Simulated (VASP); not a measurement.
# AlN (P6_3mc) in VASP: notebook, part 2 of 2

VASP 6.6.1. Earlier steps stand in the parts before.

## (3) Relaxation of cell and atoms, PBE

This run uses another cell than the first one, of 8.85 Å³/atom.

Contents of INCAR:

```
  PREC = Accurate
  ENCUT = 600
  EDIFF = 1E-7
  ISMEAR = -1
  SIGMA = 0.02
  LREAL = False
  LASPH = True
  NELM = 120
  ALGO = Normal
  ISIF = 3
  LWAVE = False
  LCHARG = False
  GGA = PE
  IBRION = 2
  NSW = 80
  EDIFFG = -0.005
  GGA_COMPAT = False
  NELMIN = 4
```

Contents of KPOINTS:

```
Automatic mesh
0
Gamma
  12 12 6
```

Contents of POSCAR:

```
AlN
1.0
    2.9251806508      0.0000000000      0.0000000000
   -1.4625903254      2.5332807543      0.0000000000
    0.0000000000      0.0000000000      4.7768200028
Al N
2 2
Direct
    0.3333333333      0.6666666667      0.0000000000
    0.6666666667      0.3333333333      0.5000000000
    0.3333333333      0.6666666667      0.3750000000
    0.6666666667      0.3333333333      0.8750000000
```

Potentials or basis: VASP PAW PBE potentials, release 64 (Al, N).

Command:

```bash
$ cat potpaw_PBE.64/Al/POTCAR potpaw_PBE.64/N/POTCAR > POTCAR
$ mpirun -np 1 vasp_std > vasp.out
```

Run time: 3.6 min. Hardware: 1 thread of Intel Xeon 8259CL, shared host; peak memory 0.18 GiB.

Results (log left out):

- Free energy: -29.7766 eV
- Relaxed volume: 10.63 Å³/atom
- Relaxed cell: a = 3.129 Å, b = 3.129 Å, c = 5.018 Å, α = 90.00°, β = 90.00°, γ = 120.00°
- Space group after relaxing (to 0.1 Å): P6_3mc (No. 186)
- Energy gained by relaxing: 249.5 meV/atom
- Ionic steps: 9
- Pressure after relaxing: 0.0 GPa
- Largest force after relaxing: 0.003 eV/Å
- Band gap on the k mesh: 4.06 eV

Forces on the atoms (eV/Å):
```
Al   0.000  0.000 -0.003
Al   0.000  0.000 -0.003
N    0.000  0.000  0.003
N    0.000  0.000  0.003
```

Step by step:
```
step  energy change (eV)  largest force (eV/Å)  pressure (GPa)  volume (Å³)
   1              0.0000                0.2871           51.29        35.40
   2             -0.0803                0.0356          -26.46        51.98
   3             -0.9930                0.0809           -1.24        42.83
   4             -0.9939                0.0844           -0.32        42.62
   5             -0.9938                0.0870            0.38        42.47
   6             -0.9970                0.0762            0.41        42.45
   7             -0.9976                0.0706            0.42        42.43
   8             -0.9979                0.0407           -0.37        42.60
   9             -0.9981                0.0033           -0.05        42.53
```

Final structure:
```xyz
4
Lattice="3.1286 0.0000 0.0000 -1.5643 2.7095 0.0000 0.0000 0.0000 5.0176" Properties=species:S:1:pos:R:3 pbc="T T T"
Al    0.0000    1.8063    5.0015
Al    1.5643    0.9032    2.4927
N     0.0000    1.8063    1.8977
N     1.5643    0.9032    4.4065
```

Levels at points of the mesh, in eV from the valence-band top:
```
           k point  band 4  band 5  band 6  band 7  band 8  band 9  band 10  band 11  band 12
(0.00, 0.00, 0.00)   -0.84   -0.84   -0.20   -0.20    0.00    4.06     6.52    10.46    11.04
(0.50, 0.00, 0.00)   -4.12   -3.29   -2.05   -1.74   -0.68    5.76     5.77     8.04    10.15
(0.00, 0.00, 0.50)   -3.30   -0.53   -0.53   -0.53   -0.53    6.32     6.32    10.18    10.18
(0.50, 0.00, 0.50)   -5.52   -1.44   -1.44   -1.34   -1.34    5.25     5.25     9.15     9.15
```

Caveat: the volume moved by over 15 % at a fixed basis, so the end points are rough. A k mesh can miss the band edges.

## (4) Relaxation of cell and atoms, r2SCAN

This run uses another cell than the first one, of 10.64 Å³/atom.

Contents of POSCAR:

```
AlN
1.0
    3.1301934365      0.0000000000      0.0000000000
   -1.5650967183      2.7108270348      0.0000000000
    0.0000000000      0.0000000000      5.0179194742
Al N
2 2
Direct
    0.3333333333      0.6666666667     -0.0032711567
    0.6666666667      0.3333333333      0.4967288433
    0.3333333333      0.6666666667      0.3782711567
    0.6666666667      0.3333333333      0.8782711567
```

Contents of INCAR.step1:

```
SYSTEM = AlN
PREC = Accurate
ENCUT = 660
ISMEAR = -1
SIGMA = 0.02
LREAL = .FALSE.
LASPH = .TRUE.
NELM = 120
GGA = PE
ALGO = Normal
EDIFF = 1E-5
LWAVE = .TRUE.
LCHARG = .FALSE.
GGA_COMPAT = .FALSE.
IBRION = 2
ISIF = 3
EDIFFG = -0.005
NELMIN = 4
NSW = 100
```

Contents of INCAR.step2:

```
SYSTEM = AlN
PREC = Accurate
ENCUT = 660
EDIFF = 1E-7
ISMEAR = -1
SIGMA = 0.02
LREAL = .FALSE.
LASPH = .TRUE.
NELM = 120
ALGO = Normal
ISIF = 3
LWAVE = .FALSE.
LCHARG = .FALSE.
METAGGA = R2SCAN
LMIXTAU = .TRUE.
IBRION = 2
NSW = 80
EDIFFG = -0.005
ISTART = 1
GGA_COMPAT = .FALSE.
NELMIN = 4
```

Contents of KPOINTS:

```
Automatic mesh
0
G
  12 12 6
  0 0 0
```

Potentials or basis: VASP PAW PBE potentials, release 64 (Al, N).

Command:

```bash
$ cat potpaw_PBE.64/Al/POTCAR potpaw_PBE.64/N/POTCAR > POTCAR
$ cp INCAR.step1 INCAR
$ mpirun -np 1 vasp_std > vasp.out
$ cp INCAR.step2 INCAR
$ mpirun -np 1 vasp_std > vasp.out
```

OUTCAR:

```text
SYSTEM = AlN
   PREC = Accurate
   ENCUT = 660
   EDIFF = 1E-7
   ISMEAR = -1
   LREAL = .FALSE.
   LASPH = .TRUE.
   NELM = 120
   ISIF = 3
   METAGGA = R2SCAN
   IBRION = 2
   NSW = 80
   EDIFFG = -0.005
   ISTART = 1
   NELMIN = 4

 ion  position               nearest neighbor table
   1  0.333  0.667  0.997-   4 1.90   4 1.90   4 1.90   3 1.91   2 3.09   2 3.09   2 3.09   2 3.09
                             2 3.09   2 3.09
   2  0.667  0.333  0.497-   3 1.90   3 1.90   3 1.90   4 1.91   1 3.09   1 3.09   1 3.09   1 3.09
                             1 3.09   1 3.09
   3  0.333  0.667  0.378-   2 1.90   2 1.90   2 1.90   1 1.91
   4  0.667  0.333  0.878-   1 1.90   1 1.90   1 1.90   2 1.91

  LATTYP: Found a hexagonal cell.
 ALAT       =     3.1301934365
 C/A-ratio  =     1.6030700901
[... 435 lines left out ...]
      1     -10.0576      2.00000
      2      -7.9308      2.00000
      3      -0.1436      2.00000
      4       5.0478      2.00000
      5       5.0478      2.00000
      6       5.7088      2.00000
      7       5.7088      2.00000
      8       5.9328      2.00000
      9      10.8673      0.00000
     10      13.4868      0.00000
     11      17.5604      0.00000
     12      17.9885      0.00000
[... 331 lines left out ...]
 k-point    24 :       0.3333   -0.0000    0.1667
  band No.  band energies     occupation
      1      -8.7327      2.00000
      2      -7.5236      2.00000
      3       0.9623      2.00000
      4       1.9423      2.00000
      5       2.5526      2.00000
      6       4.1197      2.00000
      7       5.1298      2.00000
      8       5.2603      2.00000
      9      12.5131      0.00000
     10      13.3431      0.00000
     11      15.3083      0.00000
     12      17.0817      0.00000

 [... further k-points ...]

------------------------ aborting loop because EDIFF is reached ----------------------------------------

  FORCE on cell =-STRESS in cart. coord.  units (eV):
  Direction    XX          YY          ZZ          XY          YZ          ZX
  --------------------------------------------------------------------------------------
  -------------------------------------------------------------------------------------
  Total       -0.0057533     -0.0057533     -0.0067183      0.0000000     -0.0000000     -0.0000000
  in kB       -0.2218553     -0.2218553     -0.2590686      0.0000000     -0.0000000     -0.0000000
  external PRESSURE =      -0.2342598 kB  Pullay stress =       0.0000000 kB
[... 19 lines left out ...]
  FREE ENERGIE OF THE ION-ELECTRON SYSTEM (eV)
  ---------------------------------------------------
  free  energy   TOTEN  =       -38.4547579940 eV

  energy  without entropy=      -38.4547579940  energy(sigma->0) =      -38.45475799

 reached required accuracy - stopping structural energy minimisation
```

It took 27 min on 1 thread of Intel Xeon 8259CL, shared host; peak memory 0.22 GiB.

What came out:

- Free energy: -38.4548 eV
- Relaxed volume: 10.39 Å³/atom
- Relaxed cell: a = 3.105 Å, b = 3.105 Å, c = 4.976 Å, α = 90.00°, β = 90.00°, γ = 120.00°
- Space group after relaxing (to 0.1 Å): P6_3mc (No. 186)
- Energy gained by relaxing: 4.1 meV/atom
- Ionic steps: 7
- Pressure after relaxing: 0.0 GPa
- Band gap on the k mesh: 4.93 eV

Step by step:
| step | energy change (eV) | largest force (eV/Å) | pressure (GPa) | volume (Å³) |
| --- | --- | --- | --- | --- |
| 1 | 0.0000 | 0.0116 | -4.99 | 42.58 |
| 2 | 0.0000 | 0.0144 | 5.32 | 40.57 |
| 3 | -0.0163 | 0.0012 | -0.08 | 41.56 |
| 4 | -0.0163 | 0.0014 | 0.03 | 41.54 |
| 5 | -0.0163 | 0.0070 | 0.03 | 41.54 |
| 6 | -0.0163 | 0.0067 | 0.03 | 41.54 |
| 7 | -0.0163 | 0.0003 | -0.02 | 41.55 |

Final structure:
```
Al N
1.0
     3.10511    0.00000    0.00000
    -1.55256    2.68911    0.00000
     0.00000    0.00000    4.97588
Al N
2 2
Direct
  0.33333 0.66667 0.99671
  0.66667 0.33333 0.49671
  0.33333 0.66667 0.37829
  0.66667 0.33333 0.87829
```

Caveat: the PAW data sets were made with another functional, which shifts forces and pressure a little. A k mesh can miss the band edges.

## (5) Summary

```tsv
task	level	cell	cutoff (eV)	gap on the mesh (eV)	pressure (GPa)	relaxed volume (Å³/atom)
single point	r2SCAN	a = 3.107, b = 3.107, c = 4.979 Å, angles 90.0, 90.0, 120.0°, 4 atoms, atomic positions A	660	4.92	-0.4	-
relaxation of cell and atoms	PBE	relaxed from a = 2.925, b = 2.925, c = 4.777 Å, angles 90.0, 90.0, 120.0°, 4 atoms, atomic positions B	600	4.06	0.0	10.63
relaxation of cell and atoms	r2SCAN	relaxed from a = 3.130, b = 3.130, c = 5.018 Å, angles 90.0, 90.0, 120.0°, 4 atoms, atomic positions A	660	4.93	0.0	10.39
```

Alike in all rows: potentials or basis VASP PAW PBE potentials, release 64 (Al, N); no spin polarisation; k mesh 12 × 12 × 6; smearing fermi-dirac 0.02 eV.

Caveats: the PAW data sets were made with another functional, which shifts forces and pressure a little (at least some runs); the volume moved by over 15 % at a fixed basis, so the end points are rough (at least some runs).

Absolute energies hang on the potentials; compare differences alone.
